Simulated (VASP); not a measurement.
# LiNbO3 (R3c) in VASP: further runs, part 2 of 2

VASP 6.6.1. The steps go on from the part before.

**3. Relaxation of cell and atoms, PBE**

Input file INCAR:

```
SYSTEM = LiNbO3
PREC = Accurate
ENCUT = 600
EDIFF = 1E-7
ISMEAR = 0
SIGMA = 0.01
LREAL = .False.
LASPH = .True.
NELM = 80
ALGO = Normal
ISIF = 3
LWAVE = .False.
LCHARG = .False.
GGA = PE
IBRION = 2
NSW = 80
EDIFFG = -0.001
```

Input file KPOINTS:

```
regular mesh
0
Gamma
  6 6 6
  0 0 0
```

Input file POSCAR:

```
LiNbO3
1.0
    2.5947509582      1.4980801642      4.6714922516
   -2.5947509582      1.4980801642      4.6714922516
    0.0000000000     -2.9961603283      4.6714922516
Li Nb O
2 2 6
Direct
    0.2816005589      0.2816005589      0.2816005589
    0.7816005589      0.7816005589      0.7816005589
    0.0004548850      0.0004548850      0.0004548850
    0.5004548850      0.5004548850      0.5004548850
    0.1104436164      0.3581702929      0.7211456467
    0.7211456467      0.1104436164      0.3581702929
    0.3581702929      0.7211456467      0.1104436164
    0.2211456467      0.8581702929      0.6104436164
    0.8581702929      0.6104436164      0.2211456467
    0.6104436164      0.2211456467      0.8581702929
```

Potentials or basis: VASP PAW PBE potentials, release 64 (Li_sv, Nb_sv, O).

Command:

```
$ cat potpaw_PBE.64/Li_sv/POTCAR potpaw_PBE.64/Nb_sv/POTCAR potpaw_PBE.64/O/POTCAR > POTCAR
$ mpirun -np 1 vasp_std > vasp.out
```

OUTCAR:

```text
SYSTEM = LiNbO3
   PREC = Accurate
   ENCUT = 600
   EDIFF = 1E-7
   ISMEAR = 0
   LREAL = .False.
   LASPH = .True.
   NELM = 80
   ISIF = 3
   GGA = PE
   IBRION = 2
   NSW = 80
   EDIFFG = -0.001

 ion  position               nearest neighbor table
   1  0.282  0.282  0.282-  10 2.08   8 2.08   9 2.08   5 2.27   7 2.27   6 2.27
   2  0.782  0.782  0.782-   6 2.08   7 2.08   5 2.08   9 2.27   8 2.27  10 2.27
   3  0.000  0.000  0.000-   6 1.88   5 1.88   7 1.88   8 2.16   9 2.16  10 2.16
   4  0.500  0.500  0.500-  10 1.88   9 1.88   8 1.88   7 2.16   5 2.16   6 2.16
   5  0.110  0.358  0.721-   3 1.88   2 2.08   4 2.16   1 2.27
   6  0.721  0.110  0.358-   3 1.88   2 2.08   4 2.16   1 2.27
   7  0.358  0.721  0.110-   3 1.88   2 2.08   4 2.16   1 2.27
   8  0.221  0.858  0.610-   4 1.88   1 2.08   3 2.16   2 2.27
   9  0.858  0.610  0.221-   4 1.88   1 2.08   3 2.16   2 2.27
  10  0.610  0.221  0.858-   4 1.88   1 2.08   3 2.16   2 2.27

  LATTYP: Found a trigonal (rhomboedric) cell.
 ALAT       =     5.5497582443
 COS(alpha) =     0.5628069719

  Lattice vectors:

 A1 = (   2.5947509582,   1.4980801642,   4.6714922516)
 A2 = (  -2.5947509582,   1.4980801642,   4.6714922516)
 A3 = (   0.0000000000,  -2.9961603283,   4.6714922516)

Analysis of symmetry for initial positions (statically):
=====================================================================
[... 316 lines left out ...]
  FREE ENERGIE OF THE ION-ELECTRON SYSTEM (eV)
  ---------------------------------------------------
  free  energy   TOTEN  =       -80.0572947439 eV

  energy  without entropy=      -80.0572947439  energy(sigma->0) =      -80.05729474

[... ionic steps 4 to 11 ...]

--------------------------------------- Ionic step       12  -------------------------------------------

 number of electron      67.9999994 magnetization

------------------------ aborting loop because EDIFF is reached ----------------------------------------
[... 83 lines left out ...]
--------------------------------------- Ionic step       14  -------------------------------------------

 number of electron      67.9999994 magnetization

 Free energy of the ion-electron system (eV)
  ---------------------------------------------------
  ext. energy  EPLUGINS =         0.00000000
  ---------------------------------------------------
  free energy    TOTEN  =       -80.05761340 eV

  energy without entropy =      -80.05761340  energy(sigma->0) =      -80.05761340

 E-fermi :   3.4318     XC(G=0): -10.6934

 val. band max:        3.3646590308   @ k =   0.1667   0.1667   0.1667
 cond. band min:       6.9107295447   @ k =   0.5000   0.3333   0.0000
 fundamental gap:      3.5460705140
 Fermi energy:         3.4318020448

 k-point     1 :       0.0000    0.0000    0.0000
  band No.  band energies     occupation
      1     -50.8683      2.00000
      2     -50.8547      2.00000
      3     -39.2802      2.00000
      4     -39.2779      2.00000
      5     -27.1436      2.00000
      6     -27.1436      2.00000
[... 1021 lines left out ...]
     39       8.4447      0.00000
     40       8.6036      0.00000

 [... further k-points ...]
[... 5 lines left out ...]
  --------------------------------------------------------------------------------------
  -------------------------------------------------------------------------------------
  Total       -0.0042808     -0.0042808     -0.0039997      0.0000000     -0.0000000      0.0000000
  in kB       -0.0632428     -0.0632428     -0.0590888      0.0000000     -0.0000000      0.0000000
  external PRESSURE =      -0.0618581 kB  Pullay stress =       0.0000000 kB
[... 25 lines left out ...]
  FREE ENERGIE OF THE ION-ELECTRON SYSTEM (eV)
  ---------------------------------------------------
  free  energy   TOTEN  =       -80.0576133965 eV

  energy  without entropy=      -80.0576133965  energy(sigma->0) =      -80.05761340

 reached required accuracy - stopping structural energy minimisation
```

OSZICAR:

```text
N       E                     dE             d eps       ncg     rms          rms(c)
DAV:   1     0.841559026617E+03    0.84156E+03   -0.40067E+04  2560   0.199E+03
DAV:   2    -0.188663056855E+02   -0.86043E+03   -0.84266E+03  3408   0.658E+02
DAV:   3    -0.919314936657E+02   -0.73065E+02   -0.72721E+02  3808   0.173E+02
[... 118 lines left out ...]
       N       E                     dE             d eps       ncg     rms          rms(c)
DAV:   1    -0.800576133340E+02   -0.31007E-06   -0.90977E-05  2936   0.729E-02    0.490E-03
DAV:   2    -0.800576135537E+02   -0.21975E-06   -0.57860E-06  3064   0.176E-02    0.251E-03
DAV:   3    -0.800576134499E+02    0.10384E-06   -0.42715E-07  2712   0.532E-03    0.921E-04
DAV:   4    -0.800576133965E+02    0.53334E-07   -0.70988E-08  1320   0.228E-03
  14 F= -.80057613E+02 E0= -.80057613E+02  d E =-.314611E-06
```

Run time: 14 min. Hardware: 1 thread of Intel Xeon 6975P-C (Granite Rapids), shared host; peak memory 0.44 GiB.

Results:

```
Free energy                            : -80.0576 eV
Relaxed volume                         : 10.84 Å³/atom
Relaxed cell                           : a = 5.541 Å, b = 5.541 Å, c = 5.541 Å, α = 55.75°, β = 55.75°, γ = 55.75°
Space group after relaxing (to 0.05 Å) : R3c (No. 161)
Energy gained by relaxing              : 0.1 meV/atom
Ionic steps                            : 14
Pressure after relaxing                : 0.0 GPa
Band gap on the k mesh                 : 3.55 eV, indirect (least direct gap 3.56 eV)
```

Step by step:
| step | energy change (eV) | largest force (eV/Å) | pressure (GPa) | volume (Å³) |
| --- | --- | --- | --- | --- |
| 1 | 0.0000 | 0.0217 | -0.56 | 108.95 |
| 2 | -0.0001 | 0.0688 | 0.54 | 108.35 |
| 3 | -0.0006 | 0.0464 | 0.02 | 108.64 |
| 4 | -0.0009 | 0.0080 | 0.00 | 108.52 |
| 5 | -0.0009 | 0.0075 | 0.00 | 108.50 |
| 6 | -0.0009 | 0.0073 | 0.00 | 108.50 |
| 7 | -0.0009 | 0.0055 | -0.01 | 108.50 |
| 8 | -0.0009 | 0.0035 | -0.03 | 108.48 |
| 9 | -0.0009 | 0.0065 | 0.05 | 108.44 |
| 10 | -0.0009 | 0.0035 | 0.01 | 108.46 |
| 11 | -0.0009 | 0.0012 | 0.00 | 108.45 |
| 12 | -0.0009 | 0.0011 | 0.00 | 108.45 |
| 13 | -0.0009 | 0.0011 | 0.00 | 108.45 |
| 14 | -0.0009 | 0.0005 | -0.01 | 108.45 |

Final structure:
```
Li Nb O
1.0
     2.59070    1.49574    4.66449
    -2.59070    1.49574    4.66449
     0.00000   -2.99148    4.66449
Li Nb O
2 2 6
Direct
  0.28164 0.28164 0.28164
  0.78164 0.78164 0.78164
  0.00022 0.00022 0.00022
  0.50022 0.50022 0.50022
  0.11023 0.35873 0.72099
  0.72099 0.11023 0.35873
  0.35873 0.72099 0.11023
  0.22099 0.85873 0.61023
  0.85873 0.61023 0.22099
  0.61023 0.22099 0.85873
```

Caveat: the cutoff is under 1.25 times the usual one of these potentials, so pressure, stress and relaxed cells hold a basis-set (Pulay) error. As with any semilocal functional, this PBE gap is likely too small.
